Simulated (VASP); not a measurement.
# SnO2 in VASP: settings compared, part 2 of 2

VASP 6.6.1.

### 3 Single point, LDA

This run uses another cell than the first one, of 13.66 Å³/atom.

INCAR

```
PREC     = Accurate       # precision mode
ENCUT    = 520            # plane-wave cutoff, eV
EDIFF    = 1E-6           # SCF threshold, eV
ISMEAR   = -1             # smearing method
SIGMA    = 0.05           # smearing width, eV
LREAL    = False          # projectors in reciprocal space
LASPH    = True           # aspherical terms in the spheres
NELM     = 60             # most SCF steps
ALGO     = Normal         # electronic algorithm
ISIF     = 2              # what is computed and relaxed
LWAVE    = False          # write WAVECAR
LCHARG   = False          # write CHGCAR
GGA      = CA             # functional
NBANDS   = 35             # bands
```

KPOINTS

```
Automatic mesh
0
Gamma
  9 9 9
```

POSCAR

```
SnO2
1.0
   -2.0000686112      2.0000686112      5.1236788559
    2.0000686112     -2.0000686112      5.1236788559
    2.0000686112      2.0000686112     -5.1236788559
Sn O
2 4
Direct
    0.0000000000      0.0000000000      0.0000000000
    0.7500000000      0.2500000000      0.5000000000
    0.5465225900      0.0465225900      0.5000000000
    0.2034774100      0.2034774100      0.0000000000
    0.9534774100      0.4534774100      0.5000000000
    0.7965225900      0.7965225900      0.0000000000
```

Potentials or basis: VASP PAW LDA potentials, release 64 (Sn_d, O).

Run with:

```sh
> cat potpaw_LDA.64/Sn_d/POTCAR potpaw_LDA.64/O/POTCAR > POTCAR
> mpirun -np 1 vasp_std > vasp.out
```

OUTCAR:

```text
PREC = Accurate
   ENCUT = 520
   EDIFF = 1E-6
   ISMEAR = -1
   LREAL = False
   LASPH = True
   NELM = 60
   ISIF = 2
   GGA = CA

 ion  position               nearest neighbor table
   1  0.000  0.000  0.000-   3 2.06   5 2.06   3 2.06   5 2.06   4 2.09   6 2.09   2 3.25   2 3.25
                             2 3.25   2 3.25
   2  0.750  0.250  0.500-   6 2.06   4 2.06   6 2.06   4 2.06   3 2.09   5 2.09   1 3.25   1 3.25
                             1 3.25   1 3.25
   3  0.547  0.047  0.500-   1 2.06   1 2.06   2 2.09
   4  0.203  0.203  0.000-   2 2.06   2 2.06   1 2.09
   5  0.953  0.453  0.500-   1 2.06   1 2.06   2 2.09
   6  0.797  0.797  0.000-   2 2.06   2 2.06   1 2.09

  LATTYP: Found a body centered tetragonal cell.
 ALAT       =     4.0001372224
 C/A-ratio  =     2.5617515455

  Lattice vectors:

 A1 = (  -2.0000686112,   2.0000686112,   5.1236788559)
 A2 = (   2.0000686112,  -2.0000686112,   5.1236788559)
 A3 = (   2.0000686112,   2.0000686112,  -5.1236788559)

Analysis of symmetry for initial positions (statically):
=====================================================================
 Subroutine PRICEL returns:
 Original cell was already a primitive cell.

 Routine SETGRP: Setting up the symmetry group for a
 body centered tetragonal supercell.

 Subroutine GETGRP returns: Found 16 space group operations
 (whereof  8 operations were pure point group operations)
 out of a pool of 16 trial point group operations.

The static configuration has the point symmetry D_2d.
 The point group associated with its full space group is D_4h.

Analysis of symmetry for dynamics (positions and initial velocities):
=====================================================================
 Subroutine PRICEL returns:
 Original cell was already a primitive cell.

 Routine SETGRP: Setting up the symmetry group for a
[... 135 lines left out ...]
     AMIX_MAG =   1.60;   BMIX_MAG =  1.00
  volume/ion in A,a.u.               =      13.66        92.21
  Fermi-wavevector in a.u.,A,eV,Ry     =   1.406583  2.658057 26.918799  1.978476
  Thomas-Fermi vector in A             =   2.528929
   LORBIT       =      0    0 simple, 1 ext, 2 COOP (PROOUT), +10 PAW based schemes
   GGA     = CA    functional components
   LHFCALC =     F    Hartree Fock is set to
   AEXX    =    0.0000 exact exchange contribution
   IVDW    =     0    specifies the selected vdW correction
   LEPSILON=     F    determine dielectric tensor
   LRPA    =     F    only Hartree local field effects (RPA)
 non-spin polarized calculation
  energy-cutoff  :      520.00
  volume of cell :       81.98
 maximum number of plane-waves:      2242
 NGX is ok and might be reduce to    48
   NGX = 21   NGY = 21   NGZ = 21

 number of electron      52.0000007 magnetization

 Free energy of the ion-electron system (eV)
  ---------------------------------------------------
  ext. energy  EPLUGINS =         0.00000000
  ---------------------------------------------------
  free energy    TOTEN  =       -41.72467143 eV

  energy without entropy =      -41.72467142  energy(sigma->0) =      -41.72467142

 E-fermi :   4.6215     XC(G=0): -10.8688

 val. band max:        3.7536904003   @ k =   0.4444   0.3333   0.1111
 cond. band min:       5.2719527820   @ k =   0.0000   0.0000   0.0000
 fundamental gap:      1.5182623817
 Fermi energy:         4.6214771140

 k-point     1 :       0.0000    0.0000    0.0000
  band No.  band energies     occupation
      1     -16.5462      2.00000
      2     -16.5305      2.00000
      3     -16.3998      2.00000
      4     -15.8541      2.00000
      5     -15.7551      2.00000
      6     -15.7551      2.00000
[... 901 lines left out ...]
     34      14.9994      0.00000
     35      16.0830      0.00000

 [... further k-points ...]

------------------------ aborting loop because EDIFF is reached ----------------------------------------

  FORCE on cell =-STRESS in cart. coord.  units (eV):
  Direction    XX          YY          ZZ          XY          YZ          ZX
  --------------------------------------------------------------------------------------
  -------------------------------------------------------------------------------------
  Total       -1.3970762     -1.3970762     -1.8758114      0.0000000      0.0000000      0.0000000
  in kB      -27.3022858    -27.3022858    -36.6579408      0.0000000      0.0000000      0.0000000
  external PRESSURE =     -30.4208375 kB  Pullay stress =       0.0000000 kB

 VOLUME and BASIS-vectors are now :
 -----------------------------------------------------------------------------
  energy-cutoff  :      520.00
  volume of cell :       81.98
      direct lattice vectors                 reciprocal lattice vectors
    -2.000068611  2.000068611  5.123678856     0.000000000  0.249991424  0.097586132
     2.000068611 -2.000068611  5.123678856     0.249991424  0.000000000  0.097586132
     2.000068611  2.000068611 -5.123678856     0.249991424  0.249991424  0.000000000

 POSITION                                       TOTAL-FORCE (eV/Angst)
 -----------------------------------------------------------------------------------
      0.00000      0.00000      0.00000        -0.000000     -0.000000     -0.000000
     -0.00000      2.00007      2.56184        -0.000000     -0.000000     -0.000000
      0.00000      2.00007      0.47673        -0.000000      0.000000      0.157877
      0.00000      0.00000      2.08511         0.000000     -0.000000     -0.157877
      0.00000      2.00007      4.64695        -0.000000      0.000000     -0.157877
      0.00000      0.00000      8.16225         0.000000     -0.000000      0.157877
 -----------------------------------------------------------------------------------
    total drift:                                0.000000      0.000000     -0.000000

  FREE ENERGIE OF THE ION-ELECTRON SYSTEM (eV)
  ---------------------------------------------------
  free  energy   TOTEN  =       -41.7246714283 eV

  energy  without entropy=      -41.7246714180  energy(sigma->0) =      -41.72467142
```

OSZICAR:

```text
N       E                     dE             d eps       ncg     rms          rms(c)
DAV:   1     0.641752525506E+03    0.64175E+03   -0.25613E+04  5709   0.222E+03
DAV:   2     0.570797420568E+02   -0.58467E+03   -0.54979E+03  5754   0.605E+02
DAV:   3    -0.424722938687E+02   -0.99552E+02   -0.97851E+02  5674   0.210E+02
DAV:   4    -0.478945349143E+02   -0.54222E+01   -0.53822E+01  6613   0.539E+01
DAV:   5    -0.480414534883E+02   -0.14692E+00   -0.14672E+00  6421   0.938E+00    0.158E+01
DAV:   6    -0.417785965735E+02    0.62629E+01   -0.18098E+01  8466   0.674E+01    0.627E+00
DAV:   7    -0.418206671913E+02   -0.42071E-01   -0.21899E+00  5766   0.822E+00    0.322E+00
DAV:   8    -0.417418533143E+02    0.78814E-01   -0.27070E-01  8133   0.460E+00    0.775E-01
DAV:   9    -0.417244472763E+02    0.17406E-01   -0.47584E-02  8503   0.341E+00    0.143E-01
DAV:  10    -0.417246982037E+02   -0.25093E-03   -0.46477E-03  7676   0.693E-01    0.664E-02
DAV:  11    -0.417246674948E+02    0.30709E-04   -0.42745E-04  8534   0.269E-01    0.207E-02
DAV:  12    -0.417246762533E+02   -0.87585E-05   -0.58445E-05  5851   0.455E-02    0.189E-02
DAV:  13    -0.417246713169E+02    0.49364E-05   -0.21564E-05  7005   0.619E-02    0.232E-03
DAV:  14    -0.417246714283E+02   -0.11138E-06   -0.20464E-06  4195   0.136E-02
   1 F= -.41724671E+02 E0= -.41724671E+02  d E =-.103195E-07
```

stdout:

```text
POSCAR found type information on POSCAR SnO
 POSCAR found :  2 types and       6 ions
 scaLAPACK will be used
 LDA part: xc-table for (Slater(with rela. corr.)+CA(PZ))
 , standard interpolation
 POSCAR, INCAR and KPOINTS ok, starting setup
 FFT: planning ... GRIDC
 FFT: planning ... GRID_SOFT
 FFT: planning ... GRID
 WAVECAR not read
 entering main loop
```

It took 5.1 min on 1 thread of Intel Xeon Platinum 8488C (Sapphire Rapids), shared host; peak memory 0.36 GiB.

Results:

```yaml
Free_energy: -41.7247 eV
Pressure: -3.0 GPa
Largest_force: 0.158 eV/Å
Band_gap_on_the_k_mesh: 1.52 eV (least direct gap 1.91 eV)
```

Forces on the atoms (eV/Å):
```
Sn   0.000  0.000  0.000
Sn   0.000  0.000  0.000
O    0.000  0.000  0.158
O    0.000  0.000 -0.158
O    0.000  0.000 -0.158
O    0.000  0.000  0.158
```

Stress tensor (GPa, compression positive):
```
-2.73  0.00  0.00
 0.00 -2.73  0.00
 0.00  0.00 -3.67
```

Levels at points of the mesh, in eV from the valence-band top:
| k point | band 24 | band 25 | band 26 | band 27 | band 28 | band 29 |
| --- | --- | --- | --- | --- | --- | --- |
| (0.00, 0.00, 0.00) | -0.68 | -0.39 | -0.39 | 1.52 | 5.40 | 9.01 |

Caveat: the cell stands under tension; spin-orbit coupling is left out, which moves the levels of the heavy elements; an odd mesh through Γ misses points on the zone boundary, where band edges can lie.

### 4 Single point, r2SCAN

This run uses another cell than the first one, of 13.60 Å³/atom.

POSCAR

```
SnO2
1.0
   -1.9995425278      1.9995425278      5.1020849559
    1.9995425278     -1.9995425278      5.1020849559
    1.9995425278      1.9995425278     -5.1020849559
Sn O
2 4
Direct
    0.0000000000      0.0000000000      0.0000000000
    0.7500000000      0.2500000000      0.5000000000
    0.5463662820      0.0463662820      0.5000000000
    0.2036337180      0.2036337180      0.0000000000
    0.9536337180      0.4536337180      0.5000000000
    0.7963662820      0.7963662820      0.0000000000
```

INCAR.step1

```
SYSTEM = SnO2
ALGO     = Normal         ! electronic algorithm
EDIFF    = 1E-4           ! SCF threshold, eV
ENCUT    = 520            ! plane-wave cutoff, eV
GGA      = PE             ! functional
ISMEAR   = -1             ! smearing method
LASPH    = .TRUE.         ! aspherical terms in the spheres
LCHARG   = .FALSE.        ! write CHGCAR
LREAL    = .FALSE.        ! projectors in reciprocal space
LWAVE    = .TRUE.         ! write WAVECAR
NBANDS   = 35             ! bands
NELM     = 80             ! most SCF steps
PREC     = Accurate       ! precision mode
SIGMA    = 0.05           ! smearing width, eV
```

INCAR.step2

```
SYSTEM = SnO2
ALGO     = Normal         ! electronic algorithm
EDIFF    = 1E-6           ! SCF threshold, eV
ENCUT    = 520            ! plane-wave cutoff, eV
ISIF     = 2              ! what is computed and relaxed
ISMEAR   = -1             ! smearing method
ISTART   = 1            
LASPH    = .TRUE.         ! aspherical terms in the spheres
LCHARG   = .FALSE.        ! write CHGCAR
LMIXTAU  = .TRUE.       
LREAL    = .FALSE.        ! projectors in reciprocal space
LWAVE    = .FALSE.        ! write WAVECAR
METAGGA  = R2SCAN         ! meta-GGA
NBANDS   = 35             ! bands
NELM     = 80             ! most SCF steps
PREC     = Accurate       ! precision mode
SIGMA    = 0.05           ! smearing width, eV
```

KPOINTS

```
k-points
0
G
  9 9 9
  0 0 0
```

Potentials or basis: VASP PAW PBE potentials, release 64 (Sn_d, O).

Run with:

```sh
> cat potpaw_PBE.64/Sn_d/POTCAR potpaw_PBE.64/O/POTCAR > POTCAR
> cp INCAR.step1 INCAR
> mpirun -np 1 vasp_std > vasp.out
> cp INCAR.step2 INCAR
> mpirun -np 1 vasp_std > vasp.out
```

Run time: 18 min. Hardware: 1 thread of Intel Xeon Platinum 8488C (Sapphire Rapids), shared host; peak memory 0.45 GiB.

Results (log left out):

```
Free energy            : -84.1061 eV
Pressure               : 1.0 GPa
Largest force          : 0.044 eV/Å
Band gap on the k mesh : 2.36 eV (least direct gap 2.77 eV)
```

Forces in eV/Å, atoms in the order of the input:
```
Sn   0.000  0.000  0.000
Sn   0.000  0.000  0.000
O    0.000  0.000 -0.044
O    0.000  0.000  0.044
O    0.000  0.000  0.044
O    0.000  0.000 -0.044
```

Stress tensor (GPa, compression positive):
```
0.87 0.00 0.00
0.00 0.87 0.00
0.00 0.00 1.30
```

Levels at points of the mesh, in eV from the valence-band top:
| k point | band 22 | band 23 | band 24 | band 25 | band 26 | band 27 | band 28 | band 29 | band 30 | band 31 |
| --- | --- | --- | --- | --- | --- | --- | --- | --- | --- | --- |
| (0.00, 0.00, 0.00) | -1.01 | -0.67 | -0.67 | -0.41 | -0.41 | 2.36 | 6.40 | 9.99 | 10.65 | 10.87 |

Caveat: the PAW data sets were made with another functional, which shifts forces and pressure a little; spin-orbit coupling is left out, which moves the levels of the heavy elements; an odd mesh through Γ misses points on the zone boundary, where band edges can lie.

### 5 The runs side by side

```csv
level,potentials or basis,cell,k mesh,cutoff (eV),smearing,tolerance level,purpose,dipole correction,gap on the mesh (eV),pressure (GPa),largest force (eV/Å)
PBE,"VASP PAW PBE potentials, release 64 (Sn_d, O)","a = 5.808 Å, angles 139.7, 139.7, 58.3°, 6 atoms, atomic positions A",12 × 12 × 12,840,gaussian 0.03 eV,standard,forces,-,1.80,9.3,0.95
LDA,"VASP PAW LDA potentials, release 64 (Sn_d, O)","a = 5.853 Å, angles 140.0, 140.0, 57.8°, 6 atoms, atomic positions B",9 × 9 × 9,520,fermi-dirac 0.05 eV,-,-,no,1.52,-3.0,0.16
r2SCAN,"VASP PAW PBE potentials, release 64 (Sn_d, O)","a = 5.833 Å, angles 139.9, 139.9, 58.0°, 6 atoms, atomic positions B",9 × 9 × 9,520,fermi-dirac 0.05 eV,-,-,no,2.36,1.0,0.04
```

Alike in all rows: task single point; no spin polarisation.

Caveats: spin-orbit coupling is left out, which moves the levels of the heavy elements; an odd mesh through Γ misses points on the zone boundary, where band edges can lie (at least some runs); the cell stands under pressure (at least some runs); the cell stands under tension (at least some runs); the PAW data sets were made with another functional, which shifts forces and pressure a little (at least some runs).

Total energies depend on the potentials used, so only differences within one code and one set of settings carry meaning.
